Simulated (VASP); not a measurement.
# In4Ru (P-3m1) in VASP: single point with PBE

Aim: the single point of In4Ru with PBE.

All numbers are computed with VASP 6.6.1; they aren't measurements. Logs are shortened: lines on timing, memory, paths and dates and some standing lists are left out, and cuts for length are marked.

## (1) The cell of the first run

It takes space group P-3m1 (No. 164, trigonal). The conventional cell has a = 3.358 Å, b = 3.358 Å, c = 11.780 Å, α = 90.00°, β = 90.00°, γ = 120.00°. Within 3.6 Å of In (site symmetry 3m) lie 3 Ru at 2.73 Å and 9 In at 3.25 to 3.36 Å. Within 4.3 Å of In (site symmetry 3m) lie 12 In at 3.25 to 3.36 Å. Ru (site symmetry -3m) has 6 In at 2.73 Å and 6 Ru at 3.36 Å within 3.6 Å.

## (2) Single point, PBE

INCAR reads:

```
ALGO = Fast
EDIFF = 1E-6
ENCUT = 520
GGA = PE
ISIF = 2
ISMEAR = 0
LASPH = True
LCHARG = False
LREAL = False
LWAVE = False
NBANDS = 41
NELM = 80
PREC = Accurate
SIGMA = 0.2
```

KPOINTS reads:

```
k-points
0
Gamma
  6 6 2
```

POSCAR reads:

```
In4Ru
1.0
    3.3582574256      0.0000000000      0.0000000000
   -1.6791287128      2.9083362430      0.0000000000
    0.0000000000      0.0000000000     11.7802645301
In Ru
4 1
Direct
    0.3333333333      0.6666666667      0.8367488663
    0.3333333333      0.6666666667      0.3851316111
    0.6666666667      0.3333333333      0.1632511337
    0.6666666667      0.3333333333      0.6148683889
    0.0000000000      0.0000000000      0.0000000000
```

Potentials or basis: VASP PAW PBE potentials, release 64 (In_d, Ru_pv).

Started as:

```sh
cat potpaw_PBE.64/In_d/POTCAR potpaw_PBE.64/Ru_pv/POTCAR > POTCAR
mpirun -np 1 vasp_std > vasp.out
```

OUTCAR:

```text
EDIFF = 1E-6
   ENCUT = 520
   GGA = PE
   ISIF = 2
   ISMEAR = 0
   LASPH = True
   LREAL = False
   NELM = 80
   PREC = Accurate

 ion  position               nearest neighbor table
   1  0.333  0.667  0.837-   5 2.73   5 2.73   5 2.73   4 3.25   4 3.25   4 3.25
   2  0.333  0.667  0.385-   3 3.25   3 3.25   3 3.25   4 3.33   4 3.33   4 3.33
   3  0.667  0.333  0.163-   5 2.73   5 2.73   5 2.73   2 3.25   2 3.25   2 3.25
   4  0.667  0.333  0.615-   1 3.25   1 3.25   1 3.25   2 3.33   2 3.33   2 3.33
   5  0.000  0.000  0.000-   1 2.73   3 2.73   1 2.73   3 2.73   3 2.73   1 2.73

  LATTYP: Found a hexagonal cell.
 ALAT       =     3.3582574256
 C/A-ratio  =     3.5078503632

  Lattice vectors:

 A1 = (   3.3582574256,   0.0000000000,   0.0000000000)
 A2 = (  -1.6791287128,   2.9083362430,   0.0000000000)
 A3 = (   0.0000000000,   0.0000000000,  11.7802645301)

Analysis of symmetry for initial positions (statically):
=====================================================================
 Subroutine PRICEL returns:
 Original cell was already a primitive cell.

 Routine SETGRP: Setting up the symmetry group for a
 hexagonal supercell.

 Subroutine GETGRP returns: Found 12 space group operations
 (whereof 12 operations were pure point group operations)
 out of a pool of 24 trial point group operations.

The static configuration has the point symmetry D_3d.

Analysis of symmetry for dynamics (positions and initial velocities):
=====================================================================
 Subroutine PRICEL returns:
 Original cell was already a primitive cell.

 Routine SETGRP: Setting up the symmetry group for a
 hexagonal supercell.

 Subroutine GETGRP returns: Found 12 space group operations
 (whereof 12 operations were pure point group operations)
 out of a pool of 24 trial point group operations.

The dynamic configuration has the point symmetry D_3d.

 Subroutine INISYM returns: Found 12 space group operations
 (whereof 12 operations are pure point group operations),
 and found     1 'primitive' translations

----------------------------------------------------------------------------------------

                                     Primitive cell

  volume of cell :     115.0572

  direct lattice vectors                    reciprocal lattice vectors
     3.358257426  0.000000000  0.000000000     0.297773480  0.171919599  0.000000000
    -1.679128713  2.908336243  0.000000000     0.000000000  0.343839198  0.000000000
     0.000000000  0.000000000 11.780264530     0.000000000  0.000000000  0.084887737

  length of vectors
     3.358257426  3.358257426 11.780264530     0.343839198  0.343839198  0.084887737

  position of ions in fractional coordinates (direct lattice)
     0.333333333  0.666666667  0.836748866
     0.333333333  0.666666667  0.385131611
     0.666666667  0.333333333  0.163251134
     0.666666667  0.333333333  0.614868389
     0.000000000  0.000000000  0.000000000

  ion indices of the primitive-cell ions
   primitive index   ion index
                 1           1
                 2           2
                 3           3
                 4           4
                 5           5

----------------------------------------------------------------------------------------

 KPOINTS: k-points

Automatic generation of k-mesh.
 Grid dimensions read from file:
 generate k-points for:    6    6    2

 Generating k-lattice:

  Cartesian coordinates                     Fractional coordinates (reciprocal lattice)
     0.049628913  0.028653266  0.000000000     0.166666667  0.000000000  0.000000000
     0.000000000  0.057306533  0.000000000     0.000000000  0.166666667  0.000000000
     0.000000000  0.000000000  0.042443869     0.000000000  0.000000000  0.500000000

  Length of vectors
     0.057306533  0.057306533  0.042443869

  Shift w.r.t. Gamma in fractional coordinates (k-lattice)
     0.000000000  0.000000000  0.000000000

 Subroutine IBZKPT returns following result:
 ===========================================

 Found     14 irreducible k-points:

 Following reciprocal coordinates:
            Coordinates               Weight
  0.000000  0.000000  0.000000      1.000000
  0.166667  0.000000  0.000000      6.000000
  0.333333  0.000000  0.000000      6.000000
  0.500000 -0.000000  0.000000      3.000000
  0.166667  0.166667  0.000000      6.000000
  0.333333  0.166667  0.000000     12.000000
  0.333333  0.333333  0.000000      2.000000
  0.000000  0.000000  0.500000      1.000000
  0.166667  0.000000  0.500000      6.000000
  0.333333  0.000000  0.500000      6.000000
  0.500000 -0.000000  0.500000      3.000000
  0.166667  0.166667  0.500000      6.000000
  0.333333  0.166667  0.500000     12.000000
  0.333333  0.333333  0.500000      2.000000
   k-points           NKPTS =     14   k-points in BZ     NKDIM =     14   number of bands    NBANDS=     41
   number of dos      NEDOS =    301   number of ions     NIONS =      5
   total plane-waves  NPLWV =  70560
   dimension x,y,z NGX =    28 NGY =   28 NGZ =   90
   dimension x,y,z NGXF=    56 NGYF=   56 NGZF=  180
   ions per type =               4   1
   NGX,Y,Z   is equivalent  to a cutoff of  13.86, 13.86, 12.70 a.u.
   NGXF,Y,Z  is equivalent  to a cutoff of  27.72, 27.72, 25.40 a.u.
 SYSTEM =  unknown system
   PREC   = accura    normal or accurate (medium, high low for compatibility)
   ISTART =      0    job   : 0-new  1-cont  2-samecut
   ICHARG =      2    charge: 1-file 2-atom 10-const
   ISPIN  =      1    spin polarized calculation?
   LNONCOLLINEAR =      F non collinear calculations
   LSORBIT =      F    spin-orbit coupling
   LASPH  =      T    aspherical Exc in radial PAW
   ENCUT  =  520.0 eV  38.22 Ry    6.18 a.u.   6.24  6.24 21.90*2*pi/ulx,y,z
   NELM   =     80;   NELMIN=  2; NELMDL= -5     # of ELM steps
   EDIFF  = 0.1E-05   stopping-criterion for ELM
   LREAL  =      F    real-space projection
   EDIFFG = 0.1E-04   stopping-criterion for IOM
   NSW    =      0    number of steps for IOM
   IBRION =     -1    ionic relax: 0-MD 1-quasi-New 2-CG
   NFREE  =      0    steps in history (QN), initial steepest desc. (CG)
   ISIF   =      2    stress and relaxation
   ISYM   =      2    0-nonsym 1-usesym 2-fastsym
   POTIM  = 0.5000    time-step for ionic-motion
   TEBEG  =    0.0;   TEEND  =   0.0 temperature during run
   PSTRESS=    0.0 pullay stress
   NELECT =      66.0000    total number of electrons
   NUPDOWN=      -1.0000    fix difference up-down
   EMIN   =  10.00;   EMAX   =-10.00  energy-range for DOS
   EFERMI =   0.00;   METHOD = LEGACY
   ISMEAR =     0;   SIGMA  =   0.20  broadening in eV -4-tet -1-fermi 0-gaus
   EFERMI_NEDOS =   21; number of points for ismear=-14 and -15
   IALGO  =     68    algorithm
   IMIX   =      4    mixing-type and parameters
     AMIX     =   0.40;   BMIX     =  1.00
     AMIX_MAG =   1.60;   BMIX_MAG =  1.00
  volume/ion in A,a.u.               =      23.01       155.29
  Fermi-wavevector in a.u.,A,eV,Ry     =   1.360249  2.570497 25.174534  1.850276
  Thomas-Fermi vector in A             =   2.486927
   LORBIT       =      0    0 simple, 1 ext, 2 COOP (PROOUT), +10 PAW based schemes
   GGA     = PE    functional components
   LHFCALC =     F    Hartree Fock is set to
   AEXX    =    0.0000 exact exchange contribution
   IVDW    =     0    specifies the selected vdW correction
   LEPSILON=     F    determine dielectric tensor
   LRPA    =     F    only Hartree local field effects (RPA)
 non-spin polarized calculation
 RMM-DIIS sequential band-by-band and
 Gauss-broadening in eV      SIGMA  =   0.20
  energy-cutoff  :      520.00
  volume of cell :      115.06
 maximum number of plane-waves:      3128
 NGX is ok and might be reduce to    28
   NGX = 13   NGY = 13   NGZ = 43

 number of electron      66.0000009 magnetization

 Free energy of the ion-electron system (eV)
  ---------------------------------------------------
  ext. energy  EPLUGINS =         0.00000000
  ---------------------------------------------------
  free energy    TOTEN  =       -18.73331139 eV

  energy without entropy =      -18.68692029  energy(sigma->0) =      -18.71011584

 E-fermi :   8.1942     XC(G=0): -10.8525

 val. band max:        8.1878642668   @ k =   0.0000   0.0000   0.5000
 cond. band min:       8.3607520584   @ k =   0.3333   0.3333   0.0000
 fundamental gap:      0.1728877916
 Fermi energy:         8.1941778823

 k-point     1 :       0.0000    0.0000    0.0000
  band No.  band energies     occupation
      1     -33.5962      2.00000
      2     -33.5962      2.00000
      3     -33.5893      2.00000
      4      -6.5006      2.00000
      5      -6.4634      2.00000
      6      -6.4416      2.00000
[... 33 lines left out ...]
     40      17.0344      0.00000
     41      18.0010      0.00000

 k-point     2 :       0.1667    0.0000    0.0000
  band No.  band energies     occupation
      1     -33.6157      2.00000
      2     -33.6012      2.00000
      3     -33.5868      2.00000
      4      -6.5088      2.00000
      5      -6.4618      2.00000
      6      -6.4413      2.00000
[... 33 lines left out ...]
     40      15.7118      0.00000
     41      16.1989      0.00000

 k-point     3 :       0.3333    0.0000    0.0000
  band No.  band energies     occupation
      1     -33.6545      2.00000
      2     -33.6111      2.00000
      3     -33.5819      2.00000
      4      -6.5766      2.00000
      5      -6.5120      2.00000
      6      -6.4721      2.00000
[... 33 lines left out ...]
     40      13.3112      0.00000
     41      14.2490      0.00000

 k-point     4 :       0.5000   -0.0000    0.0000
  band No.  band energies     occupation
      1     -33.6738      2.00000
      2     -33.6160      2.00000
      3     -33.5794      2.00000
      4      -6.6110      2.00000
      5      -6.5373      2.00000
      6      -6.5224      2.00000
[... 385 lines left out ...]
     40      13.9331      0.00000
     41      14.0621      0.00000

 k-point    13 :       0.3333    0.1667    0.5000
  band No.  band energies     occupation
      1     -33.6641      2.00000
      2     -33.6258      2.00000
      3     -33.5795      2.00000
      4      -6.5310      2.00000
      5      -6.5153      2.00000
      6      -6.4671      2.00000
[... 33 lines left out ...]
     40      11.4862      0.00000
     41      12.9105      0.00000

 k-point    14 :       0.3333    0.3333    0.5000
  band No.  band energies     occupation
      1     -33.6511      2.00000
      2     -33.6511      2.00000
      3     -33.5782      2.00000
      4      -6.5173      2.00000
      5      -6.4620      2.00000
      6      -6.4620      2.00000
[... 33 lines left out ...]
     40      10.1210      0.00000
     41      13.5965      0.00000

------------------------ aborting loop because EDIFF is reached ----------------------------------------

  FORCE on cell =-STRESS in cart. coord.  units (eV):
  Direction    XX          YY          ZZ          XY          YZ          ZX
  --------------------------------------------------------------------------------------
  -------------------------------------------------------------------------------------
  Total        0.2010422      0.2010422      0.4486186     -0.0000000      0.0000000      0.0000000
  in kB        2.7995243      2.7995243      6.2470384     -0.0000000      0.0000000      0.0000000
  external PRESSURE =       3.9486957 kB  Pullay stress =       0.0000000 kB

 VOLUME and BASIS-vectors are now :
 -----------------------------------------------------------------------------
  energy-cutoff  :      520.00
  volume of cell :      115.06
      direct lattice vectors                 reciprocal lattice vectors
     3.358257426  0.000000000  0.000000000     0.297773480  0.171919599  0.000000000
    -1.679128713  2.908336243  0.000000000     0.000000000  0.343839198  0.000000000
     0.000000000  0.000000000 11.780264530     0.000000000  0.000000000  0.084887737

 POSITION                                       TOTAL-FORCE (eV/Angst)
 -----------------------------------------------------------------------------------
     -0.00000      1.93889      9.85712        -0.000000      0.000000     -0.010997
     -0.00000      1.93889      4.53695         0.000000      0.000000      0.017256
      1.67913      0.96945      1.92314         0.000000     -0.000000      0.010997
      1.67913      0.96945      7.24331         0.000000      0.000000     -0.017256
      0.00000      0.00000      0.00000        -0.000000      0.000000      0.000000
 -----------------------------------------------------------------------------------
    total drift:                               -0.000000      0.000000      0.000000

  FREE ENERGIE OF THE ION-ELECTRON SYSTEM (eV)
  ---------------------------------------------------
  free  energy   TOTEN  =       -18.7333113893 eV

  energy  without entropy=      -18.6869202938  energy(sigma->0) =      -18.71011584
```

Wall time 3.1 min (1 thread of AMD EPYC 7R43 (Zen 3), shared host); peak memory 0.24 GiB.

What came out:

```
Free energy            : -18.7333 eV
Pressure               : 0.4 GPa
Largest force          : 0.017 eV/Å
Band gap on the k mesh : zero (band 33 reaches 8.94 eV, above the bottom of band 34 at 7.30 eV)
```

Forces in eV/Å, atoms in the order of the input:
```
In   0.000  0.000 -0.011
In   0.000  0.000  0.017
In   0.000  0.000  0.011
In   0.000  0.000 -0.017
Ru   0.000  0.000  0.000
```

Levels at points of the mesh, in eV from the Fermi level:
```
           k point  band 31  band 32  band 33  band 34  band 35  band 36
(0.00, 0.00, 0.00)    -1.23    -0.45    -0.45     1.20     3.24     8.32
(0.50, 0.00, 0.00)    -1.88    -1.04    -0.18     0.43     0.64     0.96
(0.00, 0.00, 0.50)    -1.23    -0.45    -0.45    -0.01     5.03     7.00
(0.50, 0.00, 0.50)    -1.51    -1.17    -1.04    -0.30     0.43     1.55
```

Caveat: the k points lie up to 0.36 Å⁻¹ apart; spin-orbit coupling is left out, which moves the levels of the heavy elements.
